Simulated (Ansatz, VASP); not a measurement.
GaW: VASP beside Ansatz

```
Ga W
1.0
     3.76277    0.00000    0.00000
    -1.88139    3.25866    0.00000
     0.00000    0.00000    6.02595
Ga W
2 2
Direct
  0.33333 0.66667 0.00000
  0.66667 0.33333 0.50000
  0.33333 0.66667 0.38210
  0.66667 0.33333 0.88210
```

Alike in both runs: task relaxation of cell and atoms; functional PBE; k mesh 6 × 6 × 4; occupations gaussian, width 0.1 eV; no spin polarisation.

|  | VASP | Ansatz |
| --- | --- | --- |
| version | VASP 6.6.1 | Ansatz 0.2.0 |
| potentials or method | VASP PAW PBE potentials, release 64 (Ga_d, W_sv), cutoff 600 eV | scalar-relativistic, plane waves, PAW |
| valence electrons in the cell | 54 | 54 |

Ansatz gave:

```
gap on the k mesh at the Fermi level, each at its own relaxed structure (eV) : none
relaxed volume (Å³/atom)                                                     : 20.75
relaxed cell length with the largest relative difference (Å)                 : 5.001
```

Question: Which values does VASP return?

Answer: gap on the k mesh at the Fermi level, each at its own relaxed structure (eV): none; relaxed volume (Å³/atom): 20.83; relaxed cell length with the largest relative difference (Å): 5.009.

A gap of «none» marks a metal or a gap that the smearing closes.

Spin-orbit coupling is off throughout.
